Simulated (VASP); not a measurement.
# SiC (I-4m2) in VASP: a series of runs

Aim: see how the results for SiC move with the level of theory and the settings. Levels: PBE, r2SCAN. Tasks: single point.

Program: VASP 6.6.1. These are calculated values, not measurements. Logs are shortened: lines on timing, memory, paths and dates and some standing lists are left out, and cuts for length are marked.

## 1. The cell of the first run

It takes space group I-4m2 (No. 119, tetragonal). Conventional cell: a = 3.111 Å, b = 3.111 Å, c = 4.328 Å, α = 90.00°, β = 90.00°, γ = 90.00°. Si (site symmetry -4m2) has 4 C at 1.89 Å within 2.5 Å. C (site symmetry -4m2) has 4 Si at 1.89 Å within 2.5 Å.

## 2. Single point, PBE (epitaxial xy strain +1.0%)

Contents of INCAR:

```
PREC = Accurate
ENCUT = 520
EDIFF = 1E-7
ISMEAR = -1
SIGMA = 0.02
LREAL = F
LASPH = T
NELM = 60
ALGO = Normal
ISIF = 2
LWAVE = F
LCHARG = F
GGA = PE
NBANDS = 11
```

Contents of KPOINTS:

```
Automatic mesh
0
Gamma
  10 10 10
```

Contents of POSCAR:

```
SiC
1.0
    0.0000000000      2.1998328745      2.1639622962
    2.1998328745      0.0000000000      2.1639622962
    2.1998328745      2.1998328745      0.0000000000
Si C
1 1
Direct
    0.0000000000      0.0000000000      0.0000000000
    0.2500000000      0.2500000000      0.2500000000
```

Potentials or basis: VASP PAW PBE potentials, release 64 (Si, C).

Launch:

```sh
$ cat potpaw_PBE.64/Si/POTCAR potpaw_PBE.64/C/POTCAR > POTCAR
$ mpirun -np 1 vasp_std > vasp.out
```

OUTCAR:

```text
PREC = Accurate
   ENCUT = 520
   EDIFF = 1E-7
   ISMEAR = -1
   LREAL = F
   LASPH = T
   NELM = 60
   ISIF = 2
   GGA = PE

 ion  position               nearest neighbor table
   1  0.000  0.000  0.000-   2 1.89   2 1.89   2 1.89   2 1.89
   2  0.250  0.250  0.250-   1 1.89   1 1.89   1 1.89   1 1.89

  LATTYP: Found a body centered tetragonal cell.
 ALAT       =     3.1110334861
 C/A-ratio  =     1.3911533295

  Lattice vectors:

 A1 = (   0.0000000000,  -2.1998328745,  -2.1639622962)
 A2 = (   0.0000000000,   2.1998328745,  -2.1639622962)
 A3 = (   2.1998328745,   0.0000000000,   2.1639622962)

Analysis of symmetry for initial positions (statically):
=====================================================================
 Subroutine PRICEL returns:
 Original cell was already a primitive cell.

 Routine SETGRP: Setting up the symmetry group for a
 body centered tetragonal supercell.

 Subroutine GETGRP returns: Found  8 space group operations
 (whereof  8 operations were pure point group operations)
 out of a pool of 16 trial point group operations.

The static configuration has the point symmetry D_2d.

Analysis of symmetry for dynamics (positions and initial velocities):
=====================================================================
 Subroutine PRICEL returns:
 Original cell was already a primitive cell.

 Routine SETGRP: Setting up the symmetry group for a
 body centered tetragonal supercell.

 Subroutine GETGRP returns: Found  8 space group operations
 (whereof  8 operations were pure point group operations)
 out of a pool of 16 trial point group operations.

The dynamic configuration has the point symmetry D_2d.

 Subroutine INISYM returns: Found  8 space group operations
 (whereof  8 operations are pure point group operations),
 and found     1 'primitive' translations

----------------------------------------------------------------------------------------

                                     Primitive cell

  volume of cell :      20.9440

  direct lattice vectors                    reciprocal lattice vectors
     0.000000000  2.199832875  2.163962296    -0.227289994  0.227289994  0.231057630
     2.199832875  0.000000000  2.163962296     0.227289994 -0.227289994  0.231057630
     2.199832875  2.199832875  0.000000000     0.227289994  0.227289994 -0.231057630

  length of vectors
     3.085773403  3.085773403  3.111033486     0.395865016  0.395865016  0.395865016

  position of ions in fractional coordinates (direct lattice)
     0.000000000  0.000000000  0.000000000
     0.250000000  0.250000000  0.250000000

  ion indices of the primitive-cell ions
   primitive index   ion index
                 1           1
                 2           2

----------------------------------------------------------------------------------------

 KPOINTS: Automatic mesh

Automatic generation of k-mesh.
 Grid dimensions read from file:
 generate k-points for:   10   10   10

 Generating k-lattice:

  Cartesian coordinates                     Fractional coordinates (reciprocal lattice)
    -0.022728999  0.022728999  0.023105763     0.100000000  0.000000000  0.000000000
     0.022728999 -0.022728999  0.023105763     0.000000000  0.100000000  0.000000000
     0.022728999  0.022728999 -0.023105763     0.000000000  0.000000000  0.100000000

  Length of vectors
     0.039586502  0.039586502  0.039586502

  Shift w.r.t. Gamma in fractional coordinates (k-lattice)
     0.000000000  0.000000000  0.000000000

 Subroutine IBZKPT returns following result:
 ===========================================

 Found    102 irreducible k-points:

 Following reciprocal coordinates:
            Coordinates               Weight
  0.000000  0.000000  0.000000      1.000000
  0.100000 -0.000000  0.000000      8.000000
  0.200000 -0.000000  0.000000      8.000000
  0.300000  0.000000  0.000000      8.000000
  0.400000 -0.000000  0.000000      8.000000
  0.500000 -0.000000  0.000000      4.000000
[... 16 lines left out ...]
  0.300000  0.300000  0.000000      2.000000
  0.400000  0.300000  0.000000      8.000000
 [... further k-points ...]
   k-points           NKPTS =    102   k-points in BZ     NKDIM =    102   number of bands    NBANDS=     11
   number of dos      NEDOS =    301   number of ions     NIONS =      2
   total plane-waves  NPLWV =  13824
   dimension x,y,z NGX =    24 NGY =   24 NGZ =   24
   dimension x,y,z NGXF=    48 NGYF=   48 NGZF=   48
   ions per type =               1   1
   NGX,Y,Z   is equivalent  to a cutoff of  12.93, 12.93, 12.83 a.u.
   NGXF,Y,Z  is equivalent  to a cutoff of  25.86, 25.86, 25.65 a.u.
 SYSTEM =  unknown system
   PREC   = accura    normal or accurate (medium, high low for compatibility)
   ISTART =      0    job   : 0-new  1-cont  2-samecut
   ICHARG =      2    charge: 1-file 2-atom 10-const
   ISPIN  =      1    spin polarized calculation?
   LNONCOLLINEAR =      F non collinear calculations
   LSORBIT =      F    spin-orbit coupling
   LASPH  =      T    aspherical Exc in radial PAW
   ENCUT  =  520.0 eV  38.22 Ry    6.18 a.u.   5.74  5.74  5.78*2*pi/ulx,y,z
   NELM   =     60;   NELMIN=  2; NELMDL= -5     # of ELM steps
   EDIFF  = 0.1E-06   stopping-criterion for ELM
   LREAL  =      F    real-space projection
   EDIFFG = 0.1E-05   stopping-criterion for IOM
   NSW    =      0    number of steps for IOM
   IBRION =     -1    ionic relax: 0-MD 1-quasi-New 2-CG
   NFREE  =      0    steps in history (QN), initial steepest desc. (CG)
   ISIF   =      2    stress and relaxation
   ISYM   =      2    0-nonsym 1-usesym 2-fastsym
   POTIM  = 0.5000    time-step for ionic-motion
   TEBEG  =    0.0;   TEEND  =   0.0 temperature during run
   PSTRESS=    0.0 pullay stress
   NELECT =       8.0000    total number of electrons
   NUPDOWN=      -1.0000    fix difference up-down
   EMIN   =  10.00;   EMAX   =-10.00  energy-range for DOS
   EFERMI =   0.00;   METHOD = LEGACY
   ISMEAR =    -1;   SIGMA  =   0.02  broadening in eV -4-tet -1-fermi 0-gaus
   EFERMI_NEDOS =   21; number of points for ismear=-14 and -15
   IALGO  =     38    algorithm
   IMIX   =      4    mixing-type and parameters
     AMIX     =   0.40;   BMIX     =  1.00
     AMIX_MAG =   1.60;   BMIX_MAG =  1.00
  volume/ion in A,a.u.               =      10.47        70.67
  Fermi-wavevector in a.u.,A,eV,Ry     =   1.187823  2.244660 19.196786  1.410924
  Thomas-Fermi vector in A             =   2.323966
   LORBIT       =      0    0 simple, 1 ext, 2 COOP (PROOUT), +10 PAW based schemes
   GGA     = PE    functional components
[... 5 lines left out ...]
 non-spin polarized calculation
  energy-cutoff  :      520.00
  volume of cell :       20.94
 maximum number of plane-waves:       580
   NGX = 11   NGY = 11   NGZ = 11

 number of electron       8.0000001 magnetization

 Free energy of the ion-electron system (eV)
  ---------------------------------------------------
  ext. energy  EPLUGINS =         0.00000000
  ---------------------------------------------------
  free energy    TOTEN  =       -15.05777292 eV

  energy without entropy =      -15.05777292  energy(sigma->0) =      -15.05777292

 E-fermi :   8.4589     XC(G=0): -11.3037

 val. band max:        8.0449984293   @ k =   0.0000   0.0000   0.0000
 cond. band min:       9.2436283479   @ k =   0.5000   0.5000   0.0000
 fundamental gap:      1.1986299186
 Fermi energy:         8.4589110897

 k-point     1 :       0.0000    0.0000    0.0000
  band No.  band energies     occupation
      1      -7.3364      2.00000
      2       7.9366      2.00000
      3       7.9366      2.00000
      4       8.0450      2.00000
      5      14.0625      0.00000
      6      15.1665      0.00000
      7      15.2121      0.00000
      8      15.2121      0.00000
      9      22.1615      0.00000
     10      22.6421      0.00000
     11      24.2661      0.00000

 k-point     2 :       0.1000   -0.0000    0.0000
  band No.  band energies     occupation
      1      -7.1430      2.00000
      2       6.9638      2.00000
      3       7.7958      2.00000
      4       7.8848      2.00000
      5      14.3410      0.00000
      6      15.3858      0.00000
      7      15.4460      0.00000
      8      15.4985      0.00000
      9      21.2767      0.00000
     10      21.6512      0.00000
     11      24.1609      0.00000

 k-point     3 :       0.2000   -0.0000    0.0000
  band No.  band energies     occupation
      1      -6.5712      2.00000
      2       4.8578      2.00000
      3       7.4725      2.00000
      4       7.5941      2.00000
      5      14.0619      0.00000
      6      15.7636      0.00000
      7      15.8302      0.00000
      8      16.6490      0.00000
      9      20.7149      0.00000
     10      20.9003      0.00000
     11      23.2922      0.00000

 k-point     4 :       0.3000    0.0000    0.0000
  band No.  band energies     occupation
      1      -5.6570      2.00000
      2       2.5638      2.00000
      3       7.1391      2.00000
      4       7.2967      2.00000
      5      13.6467      0.00000
      6      15.5829      0.00000
      7      15.7797      0.00000
      8      17.6361      0.00000
      9      21.5860      0.00000
     10      21.6268      0.00000
     11      23.0115      0.00000
[... 239 lines left out ...]
 k-point    22 :      -0.2000    0.2000    0.0000
  band No.  band energies     occupation
      1      -5.3688      2.00000
      2       3.2339      2.00000
      3       4.8678      2.00000
      4       7.2312      2.00000
      5      14.3396      0.00000
      6      15.9011      0.00000
      7      16.2264      0.00000
      8      17.1405      0.00000
      9      19.4134      0.00000
     10      23.1521      0.00000
     11      27.2300      0.00000

 k-point    23 :       0.3000    0.3000    0.0000
  band No.  band energies     occupation
      1      -5.0412      2.00000
      2       3.7238      2.00000
      3       5.5325      2.00000
      4       5.5325      2.00000
      5      11.0915      0.00000
      6      13.4180      0.00000
      7      19.3599      0.00000
      8      19.3599      0.00000
      9      20.4303      0.00000
     10      24.7921      0.00000
     11      29.5915      0.00000

 k-point    24 :       0.4000    0.3000    0.0000
  band No.  band energies     occupation
      1      -4.1708      2.00000
      2       2.4864      2.00000
      3       4.8021      2.00000
      4       5.2626      2.00000
      5      10.7692      0.00000
      6      13.3831      0.00000
      7      19.4924      0.00000
      8      19.7314      0.00000
      9      21.7142      0.00000
     10      25.8440      0.00000
     11      29.0970      0.00000

 [... further k-points ...]
[... 5 lines left out ...]
  --------------------------------------------------------------------------------------
  -------------------------------------------------------------------------------------
  Total       -0.1081592     -0.1081592      0.4250912      0.0000000      0.0000000      0.0000000
  in kB       -8.2739913     -8.2739913     32.5187373      0.0000000      0.0000000      0.0000000
  external PRESSURE =       5.3235849 kB  Pullay stress =       0.0000000 kB

 VOLUME and BASIS-vectors are now :
 -----------------------------------------------------------------------------
  energy-cutoff  :      520.00
  volume of cell :       20.94
      direct lattice vectors                 reciprocal lattice vectors
     0.000000000  2.199832875  2.163962296    -0.227289994  0.227289994  0.231057630
     2.199832875  0.000000000  2.163962296     0.227289994 -0.227289994  0.231057630
     2.199832875  2.199832875  0.000000000     0.227289994  0.227289994 -0.231057630

 POSITION                                       TOTAL-FORCE (eV/Angst)
 -----------------------------------------------------------------------------------
      0.00000      0.00000      0.00000         0.000000      0.000000      0.000000
      1.09992      1.09992      1.08198        -0.000000     -0.000000      0.000000
 -----------------------------------------------------------------------------------
    total drift:                                0.000000      0.000000      0.000000

  FREE ENERGIE OF THE ION-ELECTRON SYSTEM (eV)
  ---------------------------------------------------
  free  energy   TOTEN  =       -15.0577729224 eV

  energy  without entropy=      -15.0577729224  energy(sigma->0) =      -15.05777292
```

Run time: 32 s. Hardware: 1 thread of AMD EPYC 7R13, shared host; peak memory 0.12 GiB.

Results:

* Free energy: -15.0578 eV
* Pressure: 0.5 GPa
* Band gap on the k mesh: 1.20 eV, indirect (least direct gap 4.51 eV)

Stress tensor (GPa, compression positive):
```
-0.83  0.00  0.00
 0.00 -0.83  0.00
 0.00  0.00  3.25
```

Levels at points of the mesh, in eV from the valence-band top:
```csv
k point,band 1,band 2,band 3,band 4,band 5,band 6,band 7,band 8,band 9
"(0.00, 0.00, 0.00)",-15.38,-0.11,-0.11,0.00,6.02,7.12,7.17,7.17,14.12
"(0.50, 0.00, 0.00)",-11.86,-8.54,-1.22,-1.03,5.23,6.98,7.25,9.92,15.95
"(0.50, 0.50, 0.00)",-10.34,-7.69,-3.35,-3.35,1.20,4.02,13.77,13.77,14.72
"(0.50, 0.00, 0.50)",-10.46,-7.90,-3.19,-3.16,1.35,4.30,13.59,14.09,14.46
```

Caveat: the cell differs from its parent crystal (epitaxial xy strain +1.0%). A k mesh can miss the band edges.

(Continued in part 2 of 2.)
